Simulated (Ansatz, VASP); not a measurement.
Two plane-wave programs on Sc2H

```
Sc H
1.0
     6.13756    0.00000    0.00000
     0.00000    3.15507    0.00000
     0.00000    0.00000    5.33086
Sc H
4 2
Direct
  0.75000 0.27439 0.25000
  0.75000 0.72561 0.75000
  0.25000 0.27439 0.25000
  0.25000 0.72561 0.75000
  0.00000 0.50000 0.00000
  0.50000 0.50000 0.50000
```

Alike in both runs: functional PBE; k mesh 6 × 12 × 8; occupations gaussian, width 0.1 eV; no spin polarisation.

Ansatz relaxed the structure, and its values are those at the end. VASP's run is a single point on that final structure, the one shown.

|  | VASP | Ansatz |
| --- | --- | --- |
| version | VASP 6.6.1 | Ansatz 0.2.0 |
| potentials or method | VASP PAW PBE potentials, release 64 (Sc_sv, H), cutoff 520 eV | scalar-relativistic, plane waves, PAW |
| valence electrons in the cell | 46 | 46 |

```tsv
	VASP	Ansatz	Ansatz less VASP
gap on the k mesh at the Fermi level (eV)	none	none	-
pressure (GPa)	0.0	0.0	-0.04
```

A gap of «none» marks a metal or a gap that the smearing closes.
